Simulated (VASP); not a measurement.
# Al3Cu (P4/mmm) in VASP: notebook

Runs on Al3Cu. Level: LDA. Tasks: single point.

All numbers are computed with VASP 6.6.1; they aren't measurements. Logs are shortened: lines on timing, memory, paths and dates and some standing lists are left out, and cuts for length are marked.

## Step 1: The cell of the first run

It takes space group P4/mmm (No. 123, tetragonal). The conventional cell has a = 3.941 Å, b = 3.941 Å, c = 3.491 Å, α = 90.00°, β = 90.00°, γ = 90.00°. Al (site symmetry mmm) has 10 Al at 2.63 to 3.49 Å and 4 Cu at 2.63 Å within 3.5 Å. Within 3.5 Å of Al (site symmetry 4/mmm) lie 10 Al at 2.63 to 3.49 Å and 4 Cu at 2.79 Å. Cu (site symmetry 4/mmm) has 12 Al at 2.63 to 2.79 Å and 2 Cu at 3.49 Å within 3.5 Å.

## Step 2: Single point, LDA (volume 13.557 Å^3 an atom, c/a of the conventional cell 0.8857)

INCAR reads:

```
  PREC = Accurate
  ENCUT = 520
  EDIFF = 1E-6
  ISMEAR = 0
  SIGMA = 0.15
  LREAL = F
  LASPH = T
  NELM = 80
  ALGO = Fast
  ISIF = 2
  LWAVE = F
  LCHARG = T
  LELF = T
  LVHAR = T
  NBANDS = 18
```

KPOINTS reads:

```
Automatic mesh
0
Gamma
  12 12 12
```

POSCAR reads:

```
Al3Cu
1.0
    3.9413558512      0.0000000000      0.0000000000
    0.0000000000      3.9413558512      0.0000000000
    0.0000000000      0.0000000000      3.4908588774
Al Cu
3 1
Direct
    0.0000000000      0.5000000000      0.5000000000
    0.5000000000      0.0000000000      0.5000000000
    0.5000000000      0.5000000000      0.0000000000
    0.0000000000      0.0000000000      0.0000000000
```

Potentials or basis: VASP PAW LDA potentials, release 64 (Al, Cu).

On the command line:

```
$ cat potpaw_LDA.64/Al/POTCAR potpaw_LDA.64/Cu/POTCAR > POTCAR
$ mpirun -np 1 vasp_std > vasp.out
```

OUTCAR:

```text
PREC = Accurate
   ENCUT = 520
   EDIFF = 1E-6
   ISMEAR = 0
   LREAL = F
   LASPH = T
   NELM = 80
   ISIF = 2

 ion  position               nearest neighbor table
   1  0.000  0.500  0.500-   3 2.63   4 2.63   3 2.63   4 2.63   4 2.63   4 2.63   3 2.63   3 2.63
                             2 2.79   2 2.79   2 2.79   2 2.79
   2  0.500  0.000  0.500-   3 2.63   4 2.63   3 2.63   4 2.63   3 2.63   3 2.63   4 2.63   4 2.63
                             1 2.79   1 2.79   1 2.79   1 2.79
   3  0.500  0.500  0.000-   1 2.63   2 2.63   1 2.63   2 2.63   2 2.63   2 2.63   1 2.63   1 2.63
                             4 2.79   4 2.79   4 2.79   4 2.79
   4  0.000  0.000  0.000-   1 2.63   2 2.63   1 2.63   2 2.63   1 2.63   1 2.63   2 2.63   2 2.63
                             3 2.79   3 2.79   3 2.79   3 2.79

  LATTYP: Found a simple tetragonal cell.
 ALAT       =     3.9413558512
 C/A-ratio  =     0.8857000000

  Lattice vectors:

 A1 = (   3.9413558512,   0.0000000000,   0.0000000000)
 A2 = (   0.0000000000,   3.9413558512,   0.0000000000)
 A3 = (   0.0000000000,   0.0000000000,   3.4908588774)

Analysis of symmetry for initial positions (statically):
=====================================================================
 Subroutine PRICEL returns:
 Original cell was already a primitive cell.

 Routine SETGRP: Setting up the symmetry group for a
 simple tetragonal supercell.

 Subroutine GETGRP returns: Found 16 space group operations
 (whereof 16 operations were pure point group operations)
 out of a pool of 16 trial point group operations.

The static configuration has the point symmetry D_4h.

Analysis of symmetry for dynamics (positions and initial velocities):
=====================================================================
 Subroutine PRICEL returns:
 Original cell was already a primitive cell.

 Routine SETGRP: Setting up the symmetry group for a
 simple tetragonal supercell.

 Subroutine GETGRP returns: Found 16 space group operations
 (whereof 16 operations were pure point group operations)
 out of a pool of 16 trial point group operations.

The dynamic configuration has the point symmetry D_4h.

 Subroutine INISYM returns: Found 16 space group operations
 (whereof 16 operations are pure point group operations),
 and found     1 'primitive' translations

----------------------------------------------------------------------------------------

                                     Primitive cell

  volume of cell :      54.2280

  direct lattice vectors                    reciprocal lattice vectors
     3.941355851  0.000000000  0.000000000     0.253719795  0.000000000  0.000000000
     0.000000000  3.941355851  0.000000000     0.000000000  0.253719795  0.000000000
     0.000000000  0.000000000  3.490858877     0.000000000  0.000000000  0.286462454

  length of vectors
     3.941355851  3.941355851  3.490858877     0.253719795  0.253719795  0.286462454

  position of ions in fractional coordinates (direct lattice)
     0.000000000  0.500000000  0.500000000
     0.500000000  0.000000000  0.500000000
     0.500000000  0.500000000  0.000000000
     0.000000000  0.000000000  0.000000000

  ion indices of the primitive-cell ions
   primitive index   ion index
                 1           1
                 2           2
                 3           3
                 4           4

----------------------------------------------------------------------------------------

 KPOINTS: Automatic mesh

Automatic generation of k-mesh.
 Grid dimensions read from file:
 generate k-points for:   12   12   12

 Generating k-lattice:

  Cartesian coordinates                     Fractional coordinates (reciprocal lattice)
     0.021143316  0.000000000  0.000000000     0.083333333  0.000000000  0.000000000
     0.000000000  0.021143316  0.000000000     0.000000000  0.083333333  0.000000000
     0.000000000  0.000000000  0.023871871     0.000000000  0.000000000  0.083333333

  Length of vectors
     0.021143316  0.021143316  0.023871871

  Shift w.r.t. Gamma in fractional coordinates (k-lattice)
     0.000000000  0.000000000  0.000000000

 Subroutine IBZKPT returns following result:
 ===========================================

 Found    196 irreducible k-points:

 Following reciprocal coordinates:
            Coordinates               Weight
  0.000000  0.000000  0.000000      1.000000
  0.083333  0.000000  0.000000      4.000000
  0.166667  0.000000  0.000000      4.000000
  0.250000  0.000000  0.000000      4.000000
  0.333333  0.000000  0.000000      4.000000
  0.416667  0.000000  0.000000      4.000000
[... 16 lines left out ...]
  0.333333  0.333333  0.000000      4.000000
  0.416667  0.333333  0.000000      8.000000
 [... further k-points ...]
   k-points           NKPTS =    196   k-points in BZ     NKDIM =    196   number of bands    NBANDS=     18
   number of dos      NEDOS =    301   number of ions     NIONS =      4
   total plane-waves  NPLWV =  25200
   dimension x,y,z NGX =    30 NGY =   30 NGZ =   28
   dimension x,y,z NGXF=    60 NGYF=   60 NGZF=   56
   ions per type =               3   1
   NGX,Y,Z   is equivalent  to a cutoff of  12.65, 12.65, 13.33 a.u.
   NGXF,Y,Z  is equivalent  to a cutoff of  25.31, 25.31, 26.67 a.u.
 SYSTEM =  unknown system
   PREC   = accura    normal or accurate (medium, high low for compatibility)
   ISTART =      0    job   : 0-new  1-cont  2-samecut
   ICHARG =      2    charge: 1-file 2-atom 10-const
   ISPIN  =      1    spin polarized calculation?
   LNONCOLLINEAR =      F non collinear calculations
   LSORBIT =      F    spin-orbit coupling
   LASPH  =      T    aspherical Exc in radial PAW
   ENCUT  =  520.0 eV  38.22 Ry    6.18 a.u.   7.33  7.33  6.49*2*pi/ulx,y,z
   NELM   =     80;   NELMIN=  2; NELMDL= -5     # of ELM steps
   EDIFF  = 0.1E-05   stopping-criterion for ELM
   LREAL  =      F    real-space projection
   EDIFFG = 0.1E-04   stopping-criterion for IOM
   NSW    =      0    number of steps for IOM
   IBRION =     -1    ionic relax: 0-MD 1-quasi-New 2-CG
   NFREE  =      0    steps in history (QN), initial steepest desc. (CG)
   ISIF   =      2    stress and relaxation
   ISYM   =      2    0-nonsym 1-usesym 2-fastsym
   POTIM  = 0.5000    time-step for ionic-motion
   TEBEG  =    0.0;   TEEND  =   0.0 temperature during run
   PSTRESS=    0.0 pullay stress
   NELECT =      20.0000    total number of electrons
   NUPDOWN=      -1.0000    fix difference up-down
   EMIN   =  10.00;   EMAX   =-10.00  energy-range for DOS
   EFERMI =   0.00;   METHOD = LEGACY
   ISMEAR =     0;   SIGMA  =   0.15  broadening in eV -4-tet -1-fermi 0-gaus
   EFERMI_NEDOS =   21; number of points for ismear=-14 and -15
   IALGO  =     68    algorithm
   IMIX   =      4    mixing-type and parameters
     AMIX     =   0.40;   BMIX     =  1.00
     AMIX_MAG =   1.60;   BMIX_MAG =  1.00
  volume/ion in A,a.u.               =      13.56        91.49
  Fermi-wavevector in a.u.,A,eV,Ry     =   1.174024  2.218584 18.753349  1.378332
  Thomas-Fermi vector in A             =   2.310428
   LORBIT       =      0    0 simple, 1 ext, 2 COOP (PROOUT), +10 PAW based schemes
   GGA     = CA    functional components
   LHFCALC =     F    Hartree Fock is set to
   AEXX    =    0.0000 exact exchange contribution
   IVDW    =     0    specifies the selected vdW correction
   LEPSILON=     F    determine dielectric tensor
   LRPA    =     F    only Hartree local field effects (RPA)
 non-spin polarized calculation
 RMM-DIIS sequential band-by-band and
 Gauss-broadening in eV      SIGMA  =   0.15
  energy-cutoff  :      520.00
  volume of cell :       54.23
 maximum number of plane-waves:      1485
 NGX is ok and might be reduce to    30
   NGX = 15   NGY = 15   NGZ = 13

 number of electron      20.0000021 magnetization

 Free energy of the ion-electron system (eV)
  ---------------------------------------------------
  ext. energy  EPLUGINS =         0.00000000
  ---------------------------------------------------
  free energy    TOTEN  =       -17.15969324 eV

  energy without entropy =      -17.14345063  energy(sigma->0) =      -17.15157193

 E-fermi :   9.2565     XC(G=0): -11.3997

 val. band max:        9.2563602588   @ k =   0.4167   0.0000   0.0000
 cond. band min:       9.2646495946   @ k =   0.0833   0.0000   0.4167
 fundamental gap:      0.0082893358
 Fermi energy:         9.2565020265

 k-point     1 :       0.0000    0.0000    0.0000
  band No.  band energies     occupation
      1      -2.6195      2.00000
      2       4.2783      2.00000
      3       4.5760      2.00000
      4       5.2433      2.00000
      5       5.2778      2.00000
      6       5.2778      2.00000
[... 10 lines left out ...]
     17      17.1003      0.00000
     18      17.1012      0.00000

 k-point     2 :       0.0833    0.0000    0.0000
  band No.  band energies     occupation
      1      -2.5531      2.00000
      2       4.1280      2.00000
      3       4.5429      2.00000
      4       5.1732      2.00000
      5       5.2589      2.00000
      6       5.2795      2.00000
[... 10 lines left out ...]
     17      17.1370      0.00000
     18      17.3672      0.00000

 k-point     3 :       0.1667    0.0000    0.0000
  band No.  band energies     occupation
      1      -2.3546      2.00000
      2       3.4706      2.00000
      3       4.5444      2.00000
      4       5.0399      2.00000
      5       5.2099      2.00000
      6       5.2842      2.00000
[... 10 lines left out ...]
     17      17.2406      0.00000
     18      17.5686      0.00000

 k-point     4 :       0.2500    0.0000    0.0000
  band No.  band energies     occupation
      1      -2.0257      2.00000
      2       2.5054      2.00000
      3       4.5915      2.00000
      4       4.9161      2.00000
      5       5.1483      2.00000
      6       5.2851      2.00000
[... 10 lines left out ...]
     17      17.4011      0.00000
     18      17.9056      0.00000

 k-point     5 :       0.3333    0.0000    0.0000
  band No.  band energies     occupation
      1      -1.5708      2.00000
      2       1.5200      2.00000
      3       4.6451      2.00000
      4       4.8231      2.00000
      5       5.0917      2.00000
      6       5.2971      2.00000
[... 10 lines left out ...]
     17      17.5906      0.00000
     18      18.3371      0.00000

 k-point     6 :       0.4167    0.0000    0.0000
  band No.  band energies     occupation
      1      -1.0030      2.00000
      2       0.6168      2.00000
      3       4.6846      2.00000
      4       4.7665      2.00000
      5       5.0529      2.00000
      6       5.3018      2.00000
[... 10 lines left out ...]
     17      17.7567      0.00000
     18      18.8784      0.00000

 k-point     7 :       0.5000    0.0000    0.0000
  band No.  band energies     occupation
      1      -0.5098      2.00000
      2       0.0097      2.00000
      3       4.6989      2.00000
      4       4.7475      2.00000
      5       5.0392      2.00000
      6       5.3035      2.00000
[... 10 lines left out ...]
     17      17.8256      0.00000
     18      18.7996      0.00000

 k-point     8 :       0.0833    0.0833    0.0000
  band No.  band energies     occupation
      1      -2.4868      2.00000
      2       4.0692      2.00000
      3       4.4322      2.00000
      4       5.0700      2.00000
      5       5.2544      2.00000
      6       5.2678      2.00000
[... 10 lines left out ...]
     17      16.8285      0.00000
     18      17.8823      0.00000
[... 229 lines left out ...]
     17      16.7641      0.00000
     18      16.8523      0.00000

 k-point    20 :       0.3333    0.2500    0.0000
  band No.  band energies     occupation
      1      -0.9922      2.00000
      2       2.0469      2.00000
      3       3.3140      2.00000
      4       4.6897      2.00000
      5       5.1239      2.00000
      6       5.1996      2.00000
[... 10 lines left out ...]
     17      16.5336      0.00000
     18      17.0035      0.00000

 k-point    21 :       0.4167    0.2500    0.0000
  band No.  band energies     occupation
      1      -0.4370      2.00000
      2       1.1750      2.00000
      3       3.6705      2.00000
      4       4.5221      2.00000
      5       5.0926      2.00000
      6       5.2067      2.00000
[... 10 lines left out ...]
     17      16.5367      0.00000
     18      17.0262      0.00000

 k-point    22 :       0.5000    0.2500    0.0000
  band No.  band energies     occupation
      1       0.0281      2.00000
      2       0.6013      2.00000
      3       3.8808      2.00000
      4       4.3864      2.00000
      5       5.0810      2.00000
      6       5.2097      2.00000
[... 10 lines left out ...]
     17      16.6726      0.00000
     18      17.1140      0.00000

 k-point    23 :       0.3333    0.3333    0.0000
  band No.  band energies     occupation
      1      -0.5512      2.00000
      2       2.3910      2.00000
      3       2.4818      2.00000
      4       4.4930      2.00000
      5       5.1317      2.00000
      6       5.1630      2.00000
[... 10 lines left out ...]
     17      16.3741      0.00000
     18      16.7903      0.00000

 k-point    24 :       0.4167    0.3333    0.0000
  band No.  band energies     occupation
      1      -0.0078      2.00000
      2       1.5943      2.00000
      3       2.8901      2.00000
      4       4.1456      2.00000
      5       5.1124      2.00000
      6       5.1624      2.00000
[... 10 lines left out ...]
     17      16.1026      0.00000
     18      16.9534      0.00000

 [... further k-points ...]

------------------------ aborting loop because EDIFF is reached ----------------------------------------

  FORCE on cell =-STRESS in cart. coord.  units (eV):
  Direction    XX          YY          ZZ          XY          YZ          ZX
  --------------------------------------------------------------------------------------
  -------------------------------------------------------------------------------------
  Total        1.1640634      1.1640634      4.8652582      0.0000000      0.0000000      0.0000000
  in kB       34.3924900     34.3924900    143.7450478      0.0000000      0.0000000      0.0000000
  external PRESSURE =      70.8433426 kB  Pullay stress =       0.0000000 kB

 VOLUME and BASIS-vectors are now :
 -----------------------------------------------------------------------------
  energy-cutoff  :      520.00
  volume of cell :       54.23
      direct lattice vectors                 reciprocal lattice vectors
     3.941355851  0.000000000  0.000000000     0.253719795  0.000000000  0.000000000
     0.000000000  3.941355851  0.000000000     0.000000000  0.253719795  0.000000000
     0.000000000  0.000000000  3.490858877     0.000000000  0.000000000  0.286462454

 POSITION                                       TOTAL-FORCE (eV/Angst)
 -----------------------------------------------------------------------------------
      0.00000      1.97068      1.74543         0.000000      0.000000      0.000000
      1.97068      0.00000      1.74543         0.000000      0.000000      0.000000
      1.97068      1.97068      0.00000         0.000000      0.000000      0.000000
      0.00000      0.00000      0.00000         0.000000      0.000000      0.000000
 -----------------------------------------------------------------------------------
    total drift:                                0.000000     -0.000000     -0.000000

  FREE ENERGIE OF THE ION-ELECTRON SYSTEM (eV)
  ---------------------------------------------------
  free  energy   TOTEN  =       -17.1596932380 eV

  energy  without entropy=      -17.1434506290  energy(sigma->0) =      -17.15157193
```

It took 87 s on 1 thread of Intel Xeon 6975P-C (Granite Rapids), shared host; peak memory 0.28 GiB.

What came out:

* Free energy: -17.1597 eV
* Pressure: 7.1 GPa
* Band gap on the k mesh: zero (band 10 reaches 11.73 eV, above the bottom of band 11 at 7.15 eV)

[end of part 1 of 2]
